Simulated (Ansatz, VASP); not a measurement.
# GaCo in VASP and in Ansatz

```
Ga Co
1.0
     2.96436    0.00000    0.00000
     0.00000    2.96436    0.00000
     0.00000    0.00000    2.72721
Ga Co
1 1
Direct
  0.50000 0.50000 0.50000
  0.00000 0.00000 0.00000
```

Alike in both runs: task single point; functional PBEsol; k mesh 18 × 18 × 18; occupations gaussian, width 0.15 eV; no spin polarisation.

|  | VASP | Ansatz |
| --- | --- | --- |
| version | VASP 6.6.1 | Ansatz 0.2.0 |
| potentials or method | VASP PAW PBE potentials, release 64 (Ga_d, Co), cutoff 520 eV | scalar-relativistic, plane waves, PAW |
| valence electrons in the cell | 22 | 30 |

|  | VASP | Ansatz | Ansatz less VASP |
| --- | --- | --- | --- |
| gap on the k mesh at the Fermi level (eV) | none | none | - |
| pressure (GPa) | -7.4 | -7.5 | -0.15 |
| traceless stress, the component that is largest in VASP (GPa) | 6.57 | 6.56 | -0.011 |

VASP's potentials were made for PBE, not for PBEsol. A gap of «none» marks a metal or a gap that the smearing closes. With one functional, cell and mesh, what is left measures potentials, basis and numerics. VASP's potentials hold 22 valence electrons a cell and Ansatz's 30, so a difference there can come from the potentials and not from the codes.
